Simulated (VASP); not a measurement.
HfO2: single point with PBE

HfO2:

```
Hf O
1.0
     3.71976    0.00000    0.00000
     0.00000    3.71976    0.00000
     0.00000    0.00000    5.41031
Hf O
2 4
Direct
  0.50000 0.50000 0.50000
  0.00000 0.00000 0.00000
  0.00000 0.50000 0.67387
  0.50000 0.00000 0.82613
  0.50000 0.00000 0.32613
  0.00000 0.50000 0.17387
```

This cell differs from its parent crystal: strain +4.0%.

```
Program                : VASP 6.6.1
Task                   : single point
Functional             : PBE
Potentials or basis    : VASP PAW PBE potentials, release 64 (Hf_pv, O)
Cutoff                 : 520 eV
k mesh                 : 8 × 8 × 6
Occupations            : fermi-dirac, width 0.02 eV
Spin                   : no spin polarisation
Dipole correction      : no
Further INCAR settings : ALGO = Normal; EDIFF = 1e-07; NBANDS = 31
```

```yaml
Pressure: -15.4 GPa
Largest_force: 0.012 eV/Å
Band_gap_on_the_k_mesh: 4.31 eV, indirect (least direct gap 4.49 eV)
```

Forces in eV/Å, atoms in the order of the input:
```
Hf   0.000  0.000  0.000
Hf   0.000  0.000  0.000
O    0.000  0.000  0.012
O    0.000  0.000 -0.012
O    0.000  0.000 -0.012
O    0.000  0.000  0.012
```

Stress tensor (GPa, compression positive):
```
-18.61   0.00   0.00
  0.00 -18.61   0.00
  0.00   0.00  -9.07
```

Levels at points of the mesh, in eV from the valence-band top:
```tsv
k point	band 18	band 19	band 20	band 21	band 22	band 23	band 24	band 25	band 26	band 27
(0.00, 0.00, 0.00)	-1.64	-1.17	-0.27	-0.27	-0.18	4.31	4.43	5.00	5.42	6.65
(0.50, 0.00, 0.00)	-2.01	-1.37	-1.37	-0.18	-0.18	4.60	4.60	5.64	5.64	6.28
(0.50, 0.50, 0.00)	-1.36	-1.12	-1.12	-0.45	-0.45	5.15	5.15	5.99	5.99	6.09
(0.00, 0.00, 0.50)	-2.48	-1.09	-1.09	-0.22	-0.22	4.82	4.82	5.33	5.33	7.61
(0.50, 0.00, 0.50)	-1.74	-1.50	-1.50	-0.84	-0.84	4.68	4.68	5.35	5.35	6.25
(0.50, 0.50, 0.50)	-1.72	-1.72	-1.72	-0.51	-0.51	5.15	5.15	6.07	6.07	6.07
```

It took 2.1 min on 1 thread of Intel Xeon 6975P-C, with other jobs on the host, peak memory 0.25 GiB.

Caveat: the cell differs from its parent crystal (strain +4.0%); spin-orbit coupling is left out, which moves the levels of the heavy elements. A k mesh can miss the band edges.
